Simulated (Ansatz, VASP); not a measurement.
# One calculation of Pd2F, two programs

INCAR

```
SYSTEM = Pd2F
ALGO = Normal ; EDIFF = 1E-6
EDIFFG = -0.01 ; ENCUT = 600
GGA = PE ; IBRION = 2
ISIF = 3 ; ISMEAR = 0
LASPH = .True. ; LCHARG = .False.
LREAL = .False. ; LWAVE = .False.
NELM = 100 ; NSW = 100
PREC = Accurate ; SIGMA = 0.1
```

KPOINTS

```
k-points
0
Gamma
  12 12 18
  0 0 0
```

File POSCAR:

```
Pd2F
1.0
    4.3746004274      0.0000000000      0.0000000000
   -2.1873002137      3.7885151015      0.0000000000
    0.0000000000      0.0000000000      2.6615427729
Pd F
2 1
Direct
    0.3333333333      0.6666666667      0.5000000000
    0.6666666667      0.3333333333      0.5000000000
    0.0000000000      0.0000000000      0.0000000000
```

Input for Ansatz:

```yaml
crystal:
  lattice:
    - [4.3746004274, 0.0, 0.0]
    - [-2.1873002137, 3.7885151015, 0.0]
    - [0.0, 0.0, 2.6615427729]
  atoms:
    - { symbol: Pd, position: [0.3333333333, 0.6666666667, 0.5] }
    - { symbol: Pd, position: [0.6666666667, 0.3333333333, 0.5] }
    - { symbol: F, position: [0.0, 0.0, 0.0] }
basis:
  ecutwfc: 420
kpoints:
  mp_grid: { grid: [12, 12, 18] }
hamiltonian:
  xc: pbe
scf:
  occupations: { method: gaussian, width: 0.1 }
output:
  forces: true
  stress: true
  eigenvalues: true
relax:
  adjacent_minimum: "off"
  f_tol: 0.01
  max_steps: 80
  cell: { stress_tol: 0.05 }
```

Alike in both runs: task relaxation of cell and atoms; functional PBE; k mesh 12 × 12 × 18; occupations gaussian, width 0.1 eV; no spin polarisation.

|  | VASP | Ansatz |
| --- | --- | --- |
| version | VASP 6.6.1 | Ansatz 0.2.0 |
| potentials or method | VASP PAW PBE potentials, release 64 (Pd, F), cutoff 600 eV | scalar-relativistic, plane waves, PAW |
| valence electrons in the cell | 27 | 43 |

VASP gave:

```
gap on the k mesh at the Fermi level, each at its own relaxed structure (eV)  : none
relaxed volume (Å³/atom)                                                      : 14.63
relaxed length of the cell vector where the two differ most in proportion (Å) : 2.650
```

Task: What did Ansatz give for the same quantities?

Result: gap on the k mesh at the Fermi level, each at its own relaxed structure (eV): none; relaxed volume (Å³/atom): 14.69; relaxed length of the cell vector where the two differ most in proportion (Å): 2.654.

A gap of «none» marks a metal or a gap that the smearing closes. VASP's potentials hold 27 valence electrons a cell and Ansatz's 43, so a difference there can come from the potentials and not from the codes.
